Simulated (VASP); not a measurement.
Set up this calculation in VASP 6.6.1, as the native input.

| Item | Value |
| --- | --- |
| Task | relaxation of cell and atoms |
| Functional | PBE |
| Potentials or basis | VASP PAW PBE potentials, release 64 (Mo_sv, W_sv) |
| Cutoff | 600 eV |
| k mesh | 6 × 6 × 6 |
| Occupations | gaussian, width 0.2 eV |
| Spin | no spin polarisation |
| Dipole correction | no |
| Further INCAR settings | ALGO = Fast; EDIFF = 1e-06; IBRION = 2; EDIFFG = -0.08; NSW = 36; ISIF = 3 |

The structure of Mo2W3 lies in POSCAR:

```
Mo2W3
1.0
    0.0000000000      2.2625000000     11.3135000000
    1.6000000000      0.0000000000     11.3135000000
    1.6000000000      2.2625000000      0.0000000000
Mo W
2 3
Direct
    0.4000000000      0.4000000000      0.6000000000
    0.6000000000      0.6000000000      0.4000000000
    0.8000000000      0.8000000000      0.2000000000
    0.0000000000      0.0000000000      0.0000000000
    0.2000000000      0.2000000000      0.8000000000
```

The input as run:

INCAR

```
SYSTEM = Mo2W3
PREC = Accurate
ENCUT = 600
EDIFF = 1E-6
ISMEAR = 0
SIGMA = 0.2
LREAL = .False.
LASPH = .True.
NELM = 60
ALGO = Fast
ISIF = 3
LWAVE = .False.
LCHARG = .False.
GGA = PE
IBRION = 2
NSW = 36
EDIFFG = -0.08
```

KPOINTS

```
regular mesh
0
Gamma
  6 6 6
  0 0 0
```

Potentials or basis: VASP PAW PBE potentials, release 64 (Mo_sv, W_sv).

Launch:

```bash
$ cat potpaw_PBE.64/Mo_sv/POTCAR potpaw_PBE.64/W_sv/POTCAR > POTCAR
$ mpirun -np 1 vasp_std > vasp.out
```

It gave:

The relaxed volume is 15.99 Å³/atom. The relaxed cell is a = 11.517 Å, b = 11.409 Å, c = 2.738 Å, α = 85.39°, β = 80.90°, γ = 13.71° and the space group after relaxing (to 0.1 Å) is Fmmm (No. 69). The energy gained by relaxing is 9.0 meV/atom, the ionic steps are 6 and the pressure after relaxing is 0.1 GPa. The largest force after relaxing is 0.021 eV/Å. The band gap on the k mesh is zero (bands 35 and 36 overlap by 2.06 eV).

Caveat: the k points lie up to 0.41 Å⁻¹ apart in the final cell, too coarse for converged energies and pressures of a metal; spin-orbit coupling is left out, which moves the levels of the heavy elements.

Wall time 35 min on 1 thread of AMD EPYC 9R45 96-Core Processor (Zen 5), with other jobs on the host, peak memory 0.56 GiB.
